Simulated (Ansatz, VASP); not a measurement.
One calculation of C, two programs

```
CELL_PARAMETERS angstrom
-2.46479 0.00000 0.00000
-1.23240 -2.13457 0.00000
-0.61620 -0.35576 20.80662
ATOMIC_POSITIONS crystal
C 0.62537 0.62537 0.24780
C 0.84759 0.84759 0.91447
C 0.23648 0.23648 0.58114
C 0.65241 0.65241 0.08556
C 0.87463 0.87463 0.75223
C 0.26352 0.26352 0.41890
C 0.59685 0.59685 0.41888
C 0.98574 0.98574 0.08554
C 0.20797 0.20797 0.75221
C 0.51425 0.51425 0.91449
C 0.90314 0.90314 0.58116
C 0.29203 0.29203 0.24782
```

Alike in both runs: task single point; functional PBE; dispersion D3(BJ); k mesh 15 × 15 × 2; occupations gaussian, width 0.03 eV; no spin polarisation.

```csv
,VASP,Ansatz
version,VASP 6.6.1,Ansatz 0.2.0
potentials or method,"VASP PAW PBE potentials, release 64 (C), cutoff 520 eV","scalar-relativistic, plane waves, PAW"
valence electrons in the cell,48,48
```

|  | VASP | Ansatz | Ansatz less VASP |
| --- | --- | --- | --- |
| gap on the k mesh at the Fermi level (eV) | 0.18 | 0.18 | 0.000 |
| least direct gap on the mesh (eV) | 0.18 | 0.18 | 0.000 |
| pressure (GPa) | 0.4 | 0.0 | -0.44 |
| traceless stress, the component that is largest in VASP (GPa) | -0.71 | -0.20 | +0.514 |
| rms of the force components (eV/Å) | 0.005 | 0.005 | 0.0000 |

Atom by atom the forces differ by 0.000 eV/Å (rms over components).
